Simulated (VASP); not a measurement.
# Ir (Im-3m) in VASP: further runs, part 2 of 2

VASP 6.6.1. Earlier steps stand in the parts before.

## 3. Single point, LDA (volume scaled by 0.92)

The input, INCAR:

```
SYSTEM = Ir
ALGO     = Normal         ! electronic algorithm
EDIFF    = 1E-6           ! SCF threshold, eV
ENCUT    = 520            ! plane-wave cutoff, eV
GGA      = CA             ! functional
ISIF     = 2              ! what is computed and relaxed
ISMEAR   = -1             ! smearing method
LASPH    = .TRUE.         ! aspherical terms in the spheres
LCHARG   = .TRUE.         ! write CHGCAR
LELF     = .TRUE.         ! ELF
LREAL    = .FALSE.        ! projectors in reciprocal space
LVHAR    = .TRUE.       
LWAVE    = .FALSE.        ! write WAVECAR
NBANDS   = 10             ! bands
NELM     = 60             ! most SCF steps
PREC     = Accurate       ! precision mode
SIGMA    = 0.1            ! smearing width, eV
```

The input, KPOINTS:

```
k-points
0
G
  16 16 16
  0 0 0
```

The input, POSCAR:

```
Ir
1.0
   -1.4884246345      1.4884246345      1.4884246345
    1.4884246345     -1.4884246345      1.4884246345
    1.4884246345      1.4884246345     -1.4884246345
Ir
1
Direct
    0.0000000000      0.0000000000      0.0000000000
```

Potentials or basis: VASP PAW LDA potentials, release 64 (Ir).

The run is started by

```bash
$ cat potpaw_LDA.64/Ir/POTCAR > POTCAR
$ mpirun -np 1 vasp_std > vasp.out
```

OUTCAR:

```text
SYSTEM = Ir
   EDIFF = 1E-6
   ENCUT = 520
   GGA = CA
   ISIF = 2
   ISMEAR = -1
   LASPH = .TRUE.
   LREAL = .FALSE.
   NELM = 60
   PREC = Accurate

 ion  position               nearest neighbor table
   1  0.000  0.000  0.000-

  LATTYP: Found a body centered cubic cell.
 ALAT       =     2.9768492690

  Lattice vectors:

 A1 = (  -1.4884246345,   1.4884246345,   1.4884246345)
 A2 = (   1.4884246345,  -1.4884246345,   1.4884246345)
 A3 = (   1.4884246345,   1.4884246345,  -1.4884246345)

Analysis of symmetry for initial positions (statically):
=====================================================================
 Subroutine PRICEL returns:
 Original cell was already a primitive cell.

 Routine SETGRP: Setting up the symmetry group for a
 body centered cubic supercell.

 Subroutine GETGRP returns: Found 48 space group operations
 (whereof 48 operations were pure point group operations)
 out of a pool of 48 trial point group operations.

The static configuration has the point symmetry O_h .

Analysis of symmetry for dynamics (positions and initial velocities):
=====================================================================
 Subroutine PRICEL returns:
 Original cell was already a primitive cell.

 Routine SETGRP: Setting up the symmetry group for a
 body centered cubic supercell.

 Subroutine GETGRP returns: Found 48 space group operations
 (whereof 48 operations were pure point group operations)
 out of a pool of 48 trial point group operations.

The dynamic configuration has the point symmetry O_h .

 Subroutine INISYM returns: Found 48 space group operations
 (whereof 48 operations are pure point group operations),
 and found     1 'primitive' translations

----------------------------------------------------------------------------------------

                                     Primitive cell

  volume of cell :      13.1899

  direct lattice vectors                    reciprocal lattice vectors
    -1.488424635  1.488424635  1.488424635     0.000000000  0.335925641  0.335925641
     1.488424635 -1.488424635  1.488424635     0.335925641  0.000000000  0.335925641
     1.488424635  1.488424635 -1.488424635     0.335925641  0.335925641  0.000000000

  length of vectors
     2.578027090  2.578027090  2.578027090     0.475070598  0.475070598  0.475070598

  position of ions in fractional coordinates (direct lattice)
     0.000000000  0.000000000  0.000000000

  ion indices of the primitive-cell ions
   primitive index   ion index
                 1           1

----------------------------------------------------------------------------------------

 KPOINTS: k-points

Automatic generation of k-mesh.
 Grid dimensions read from file:
 generate k-points for:   16   16   16

 Generating k-lattice:

  Cartesian coordinates                     Fractional coordinates (reciprocal lattice)
     0.000000000  0.020995353  0.020995353     0.062500000  0.000000000  0.000000000
     0.020995353  0.000000000  0.020995353     0.000000000  0.062500000  0.000000000
     0.020995353  0.020995353  0.000000000     0.000000000  0.000000000  0.062500000

  Length of vectors
     0.029691912  0.029691912  0.029691912

  Shift w.r.t. Gamma in fractional coordinates (k-lattice)
     0.000000000  0.000000000  0.000000000

 Subroutine IBZKPT returns following result:
 ===========================================

 Found    145 irreducible k-points:

 Following reciprocal coordinates:
            Coordinates               Weight
  0.000000  0.000000  0.000000      1.000000
  0.062500  0.000000  0.000000     12.000000
  0.125000  0.000000  0.000000     12.000000
  0.187500  0.000000  0.000000     12.000000
  0.250000  0.000000  0.000000     12.000000
  0.312500  0.000000  0.000000     12.000000
[... 16 lines left out ...]
  0.187500  0.187500  0.000000     24.000000
  0.250000  0.187500  0.000000     48.000000
 [... further k-points ...]
   k-points           NKPTS =    145   k-points in BZ     NKDIM =    145   number of bands    NBANDS=     10
   number of dos      NEDOS =    301   number of ions     NIONS =      1
   total plane-waves  NPLWV =   8000
   dimension x,y,z NGX =    20 NGY =   20 NGZ =   20
   dimension x,y,z NGXF=    40 NGYF=   40 NGZF=   40
   ions per type =               1
   NGX,Y,Z   is equivalent  to a cutoff of  12.90, 12.90, 12.90 a.u.
   NGXF,Y,Z  is equivalent  to a cutoff of  25.79, 25.79, 25.79 a.u.
 SYSTEM =  Ir
   PREC   = accura    normal or accurate (medium, high low for compatibility)
   ISTART =      0    job   : 0-new  1-cont  2-samecut
   ICHARG =      2    charge: 1-file 2-atom 10-const
   ISPIN  =      1    spin polarized calculation?
   LNONCOLLINEAR =      F non collinear calculations
   LSORBIT =      F    spin-orbit coupling
   LASPH  =      T    aspherical Exc in radial PAW
   ENCUT  =  520.0 eV  38.22 Ry    6.18 a.u.   4.79  4.79  4.79*2*pi/ulx,y,z
   NELM   =     60;   NELMIN=  2; NELMDL= -5     # of ELM steps
   EDIFF  = 0.1E-05   stopping-criterion for ELM
   LREAL  =      F    real-space projection
   EDIFFG = 0.1E-04   stopping-criterion for IOM
   NSW    =      0    number of steps for IOM
   IBRION =     -1    ionic relax: 0-MD 1-quasi-New 2-CG
   NFREE  =      0    steps in history (QN), initial steepest desc. (CG)
   ISIF   =      2    stress and relaxation
   ISYM   =      2    0-nonsym 1-usesym 2-fastsym
   POTIM  = 0.5000    time-step for ionic-motion
   TEBEG  =    0.0;   TEEND  =   0.0 temperature during run
   PSTRESS=    0.0 pullay stress
   NELECT =       9.0000    total number of electrons
   NUPDOWN=      -1.0000    fix difference up-down
   EMIN   =  10.00;   EMAX   =-10.00  energy-range for DOS
   EFERMI =   0.00;   METHOD = LEGACY
   ISMEAR =    -1;   SIGMA  =   0.10  broadening in eV -4-tet -1-fermi 0-gaus
   EFERMI_NEDOS =   21; number of points for ismear=-14 and -15
   IALGO  =     38    algorithm
   IMIX   =      4    mixing-type and parameters
     AMIX     =   0.40;   BMIX     =  1.00
     AMIX_MAG =   1.60;   BMIX_MAG =  1.00
  volume/ion in A,a.u.               =      13.19        89.01
  Fermi-wavevector in a.u.,A,eV,Ry     =   1.441259  2.723585 28.262412  2.077229
  Thomas-Fermi vector in A             =   2.559912
   LORBIT       =      0    0 simple, 1 ext, 2 COOP (PROOUT), +10 PAW based schemes
   GGA     = CA    functional components
   LHFCALC =     F    Hartree Fock is set to
   AEXX    =    0.0000 exact exchange contribution
   IVDW    =     0    specifies the selected vdW correction
   LEPSILON=     F    determine dielectric tensor
   LRPA    =     F    only Hartree local field effects (RPA)
 non-spin polarized calculation
  energy-cutoff  :      520.00
  volume of cell :       13.19
 maximum number of plane-waves:       370
   NGX =  9   NGY =  9   NGZ =  9

 number of electron       9.0000002 magnetization

 Free energy of the ion-electron system (eV)
  ---------------------------------------------------
  ext. energy  EPLUGINS =         0.00000000
  ---------------------------------------------------
  free energy    TOTEN  =        -9.53895325 eV

  energy without entropy =       -9.47286980  energy(sigma->0) =       -9.50591152

 E-fermi :  11.3041     XC(G=0): -14.5332

 val. band max:       11.3039537178   @ k =  -0.3125   0.3125   0.0625
 cond. band min:      11.3272192401   @ k =   0.2500   0.1875   0.0000
 fundamental gap:      0.0232655224
 Fermi energy:        11.3041143094

 k-point     1 :       0.0000    0.0000    0.0000
  band No.  band energies     occupation
      1      -0.2849      2.00000
      2       7.1321      2.00000
      3       7.1321      2.00000
      4       7.1321      2.00000
      5      10.6462      1.99723
      6      10.6462      1.99723
      7      28.2444      0.00000
      8      28.2444      0.00000
      9      28.2444      0.00000
     10      40.5570      0.00000

 k-point     2 :       0.0625    0.0000    0.0000
  band No.  band energies     occupation
      1      -0.0859      2.00000
      2       7.0342      2.00000
      3       7.1251      2.00000
      4       7.3146      2.00000
      5      10.5054      1.99932
      6      10.6522      1.99706
      7      28.3778      0.00000
      8      28.5632      0.00000
      9      28.5818      0.00000
     10      38.8081      0.00000
[... 274 lines left out ...]
 k-point    24 :       0.2500    0.1875    0.0000
  band No.  band energies     occupation
      1       3.8628      2.00000
      2       5.6506      2.00000
      3       6.7163      2.00000
      4       9.9895      2.00000
      5      11.3272      0.88499
      6      13.9144      0.00000
      7      23.6655      0.00000
      8      26.7607      0.00000
      9      29.4898      0.00000
     10      33.5926      0.00000

 [... further k-points ...]
[... 5 lines left out ...]
  --------------------------------------------------------------------------------------
  -------------------------------------------------------------------------------------
  Total        3.3168171      3.3168171      3.3168171      0.0000000      0.0000000     -0.0000000
  in kB      402.8947167    402.8947167    402.8947167      0.0000000      0.0000000     -0.0000000
  external PRESSURE =     402.8947167 kB  Pullay stress =       0.0000000 kB

 VOLUME and BASIS-vectors are now :
 -----------------------------------------------------------------------------
  energy-cutoff  :      520.00
  volume of cell :       13.19
      direct lattice vectors                 reciprocal lattice vectors
    -1.488424635  1.488424635  1.488424635     0.000000000  0.335925641  0.335925641
     1.488424635 -1.488424635  1.488424635     0.335925641  0.000000000  0.335925641
     1.488424635  1.488424635 -1.488424635     0.335925641  0.335925641  0.000000000

 POSITION                                       TOTAL-FORCE (eV/Angst)
 -----------------------------------------------------------------------------------
      0.00000      0.00000      0.00000        -0.000000     -0.000000      0.000000
 -----------------------------------------------------------------------------------
    total drift:                                0.000000     -0.000000     -0.000000

  FREE ENERGIE OF THE ION-ELECTRON SYSTEM (eV)
  ---------------------------------------------------
  free  energy   TOTEN  =        -9.5389532451 eV

  energy  without entropy=       -9.4728698020  energy(sigma->0) =       -9.50591152
```

Run time: 30 s. Hardware: 1 thread of AMD EPYC 7R13, shared host; peak memory 0.11 GiB.

Results:

- Free energy: -9.5390 eV
- Pressure: 40.3 GPa

Levels at points of the mesh, in eV from the Fermi level:
| k point | band 1 | band 2 | band 3 | band 4 | band 5 | band 6 | band 7 | band 8 | band 9 |
| --- | --- | --- | --- | --- | --- | --- | --- | --- | --- |
| (0.00, 0.00, 0.00) | -11.59 | -4.17 | -4.17 | -4.17 | -0.66 | -0.66 | 16.94 | 16.94 | 16.94 |
| (0.50, 0.00, 0.00) | -8.53 | -6.29 | -0.82 | -0.18 | -0.03 | 2.68 | 9.18 | 13.09 | 17.98 |
| (0.50, 0.50, 0.50) | -8.17 | -8.17 | 1.83 | 1.83 | 1.83 | 8.34 | 8.34 | 8.34 | 16.41 |

Caveat: the cell differs from its parent crystal (volume scaled by 0.92); spin-orbit coupling is left out, which moves the levels of the heavy elements.

## 4. Single point, LDA (volume scaled by 0.96)

The input, INCAR:

```
SYSTEM = Ir
PREC = Accurate ; ENCUT = 520
EDIFF = 1E-6 ; ISMEAR = -1
SIGMA = 0.1 ; LREAL = .FALSE.
LASPH = .TRUE. ; NELM = 80
ALGO = Normal ; ISIF = 2
LWAVE = .FALSE. ; LCHARG = .TRUE.
GGA = CA ; LELF = .TRUE.
LVHAR = .TRUE. ; NBANDS = 10
```

The input, KPOINTS:

```
Automatic mesh
0
G
  16 16 16
  0 0 0
```

The input, POSCAR:

```
Ir
1.0
   -1.5096907167      1.5096907167      1.5096907167
    1.5096907167     -1.5096907167      1.5096907167
    1.5096907167      1.5096907167     -1.5096907167
Ir
1
Direct
    0.0000000000      0.0000000000      0.0000000000
```

The run is started by

```bash
$ cat potpaw_LDA.64/Ir/POTCAR > POTCAR
$ mpirun -np 1 vasp_std > vasp.out
```

Run time: 31 s. Hardware: 1 thread of AMD EPYC 7R13, shared host; peak memory 0.11 GiB.

The run converged. Its results:

```
Free energy : -9.6440 eV
Pressure    : 19.1 GPa
```

Levels at points of the mesh, in eV from the Fermi level:
```
           k point  band 2  band 3  band 4  band 5  band 6  band 7
(0.00, 0.00, 0.00)   -3.91   -3.91   -3.91   -0.60   -0.60   16.95
(0.50, 0.00, 0.00)   -5.90   -0.77   -0.12   -0.03    2.49    8.64
(0.50, 0.50, 0.50)   -7.65    1.70    1.70    1.70    8.16    8.16
```

Caveat: the cell differs from its parent crystal (volume scaled by 0.96); spin-orbit coupling is left out, which moves the levels of the heavy elements.

## 5. Single point, LDA

This run uses another cell than the first one, of 14.34 Å³/atom, 1.136 times its volume.

The input, INCAR:

```
SYSTEM = Ir
PREC     = Accurate       ! precision mode
ENCUT    = 520            ! plane-wave cutoff, eV
EDIFF    = 1E-6           ! SCF threshold, eV
ISMEAR   = -1             ! smearing method
SIGMA    = 0.1            ! smearing width, eV
LREAL    = .False.        ! projectors in reciprocal space
LASPH    = .True.         ! aspherical terms in the spheres
NELM     = 100            ! most SCF steps
ALGO     = Normal         ! electronic algorithm
ISIF     = 2              ! what is computed and relaxed
LWAVE    = .False.        ! write WAVECAR
LCHARG   = .True.         ! write CHGCAR
GGA      = CA             ! functional
LELF     = .True.         ! ELF
LVHAR    = .True.       
NBANDS   = 10             ! bands
```

The input, KPOINTS:

```
regular mesh
0
Gamma
  16 16 16
  0 0 0
```

The input, POSCAR:

```
Ir
1.0
   -1.5303739817      1.5303739817      1.5303739817
    1.5303739817     -1.5303739817      1.5303739817
    1.5303739817      1.5303739817     -1.5303739817
Ir
1
Direct
    0.0000000000      0.0000000000      0.0000000000
```

Potentials or basis: VASP PAW LDA potentials, release 64 (Ir).

The run is started by

```bash
$ cat potpaw_LDA.64/Ir/POTCAR > POTCAR
$ mpirun -np 1 vasp_std > vasp.out
```

OUTCAR:

```text
SYSTEM = Ir
   PREC = Accurate
   ENCUT = 520
   EDIFF = 1E-6
   ISMEAR = -1
   LREAL = .False.
   LASPH = .True.
   NELM = 100
   ISIF = 2
   GGA = CA

 ion  position               nearest neighbor table
   1  0.000  0.000  0.000-

  LATTYP: Found a body centered cubic cell.
 ALAT       =     3.0607479634

  Lattice vectors:

 A1 = (  -1.5303739817,   1.5303739817,   1.5303739817)
 A2 = (   1.5303739817,  -1.5303739817,   1.5303739817)
 A3 = (   1.5303739817,   1.5303739817,  -1.5303739817)

Analysis of symmetry for initial positions (statically):
=====================================================================
 Subroutine PRICEL returns:
 Original cell was already a primitive cell.

 Routine SETGRP: Setting up the symmetry group for a
 body centered cubic supercell.

 Subroutine GETGRP returns: Found 48 space group operations
 (whereof 48 operations were pure point group operations)
 out of a pool of 48 trial point group operations.

The static configuration has the point symmetry O_h .

Analysis of symmetry for dynamics (positions and initial velocities):
=====================================================================
 Subroutine PRICEL returns:
 Original cell was already a primitive cell.

 Routine SETGRP: Setting up the symmetry group for a
 body centered cubic supercell.

 Subroutine GETGRP returns: Found 48 space group operations
 (whereof 48 operations were pure point group operations)
 out of a pool of 48 trial point group operations.

The dynamic configuration has the point symmetry O_h .

 Subroutine INISYM returns: Found 48 space group operations
 (whereof 48 operations are pure point group operations),
 and found     1 'primitive' translations

----------------------------------------------------------------------------------------

                                     Primitive cell

[... 110 lines left out ...]
  Fermi-wavevector in a.u.,A,eV,Ry     =   1.401753  2.648929 26.734236  1.964911
  Thomas-Fermi vector in A             =   2.524583
   LORBIT       =      0    0 simple, 1 ext, 2 COOP (PROOUT), +10 PAW based schemes
   GGA     = CA    functional components
   LHFCALC =     F    Hartree Fock is set to
   AEXX    =    0.0000 exact exchange contribution
   IVDW    =     0    specifies the selected vdW correction
   LEPSILON=     F    determine dielectric tensor
   LRPA    =     F    only Hartree local field effects (RPA)
 non-spin polarized calculation
  energy-cutoff  :      520.00
  volume of cell :       14.34
 maximum number of plane-waves:       402
   NGX =  9   NGY =  9   NGZ =  9

 number of electron       8.9999999 magnetization

 Free energy of the ion-electron system (eV)
  ---------------------------------------------------
  ext. energy  EPLUGINS =         0.00000000
  ---------------------------------------------------
  free energy    TOTEN  =        -9.68154423 eV

  energy without entropy =       -9.60823583  energy(sigma->0) =       -9.64489003

 E-fermi :   9.8287     XC(G=0): -14.0495

 val. band max:        9.8257603205   @ k =  -0.1875   0.2500   0.0625
 cond. band min:       9.8300035980   @ k =  -0.3125   0.3125   0.0625
 fundamental gap:      0.0042432775
 Fermi energy:         9.8286638100

 k-point     1 :       0.0000    0.0000    0.0000
  band No.  band energies     occupation
      1      -0.8839      2.00000
      2       6.1464      2.00000
      3       6.1464      2.00000
      4       6.1464      2.00000
      5       9.2824      1.99155
      6       9.2824      1.99155
      7      26.7831      0.00000
      8      26.7831      0.00000
      9      26.7831      0.00000
     10      37.9585      0.00000
[... 287 lines left out ...]
 k-point    24 :       0.2500    0.1875    0.0000
  band No.  band energies     occupation
      1       3.1167      2.00000
      2       4.8442      2.00000
      3       5.7321      2.00000
      4       8.6990      1.99998
      5       9.8398      0.94423
      6      12.1512      0.00000
      7      21.3788      0.00000
      8      24.4806      0.00000
      9      27.2110      0.00000
     10      31.5158      0.00000

 [... further k-points ...]

------------------------ aborting loop because EDIFF is reached ----------------------------------------

  FORCE on cell =-STRESS in cart. coord.  units (eV):
  Direction    XX          YY          ZZ          XY          YZ          ZX
  --------------------------------------------------------------------------------------
  -------------------------------------------------------------------------------------
  Total        0.2121220      0.2121220      0.2121220     -0.0000000     -0.0000000      0.0000000
  in kB       23.7052007     23.7052007     23.7052007     -0.0000000     -0.0000000      0.0000000
  external PRESSURE =      23.7052007 kB  Pullay stress =       0.0000000 kB

 VOLUME and BASIS-vectors are now :
 -----------------------------------------------------------------------------
  energy-cutoff  :      520.00
  volume of cell :       14.34
      direct lattice vectors                 reciprocal lattice vectors
    -1.530373982  1.530373982  1.530373982     0.000000000  0.326717525  0.326717525
     1.530373982 -1.530373982  1.530373982     0.326717525  0.000000000  0.326717525
     1.530373982  1.530373982 -1.530373982     0.326717525  0.326717525  0.000000000

 POSITION                                       TOTAL-FORCE (eV/Angst)
 -----------------------------------------------------------------------------------
      0.00000      0.00000      0.00000         0.000000      0.000000     -0.000000
 -----------------------------------------------------------------------------------
    total drift:                                0.000000     -0.000000      0.000000

  FREE ENERGIE OF THE ION-ELECTRON SYSTEM (eV)
  ---------------------------------------------------
  free  energy   TOTEN  =        -9.6815442292 eV

  energy  without entropy=       -9.6082358332  energy(sigma->0) =       -9.64489003
```

Run time: 32 s. Hardware: 1 thread of AMD EPYC 7R13, shared host; peak memory 0.11 GiB.

Results:

```yaml
Free_energy: -9.6815 eV
Pressure: 2.4 GPa
```

Caveat: spin-orbit coupling is left out, which moves the levels of the heavy elements.

## 6. Summary

| cell | gap on the mesh (eV) | pressure (GPa) |
| --- | --- | --- |
| a = 2.540 Å, angles 109.5°, 1 atom | none | 67.3 |
| a = 2.578 Å, angles 109.5°, 1 atom | none | 40.3 |
| a = 2.615 Å, angles 109.5°, 1 atom | none | 19.1 |
| a = 2.651 Å, angles 109.5°, 1 atom | none | 2.4 |

Alike in all rows: task single point; level LDA; potentials or basis VASP PAW LDA potentials, release 64 (Ir); no spin polarisation; k mesh 16 × 16 × 16; cutoff (eV) 520; smearing fermi-dirac 0.1 eV.

Caveats: spin-orbit coupling is left out, which moves the levels of the heavy elements.

Absolute energies hang on the potentials; compare differences alone.
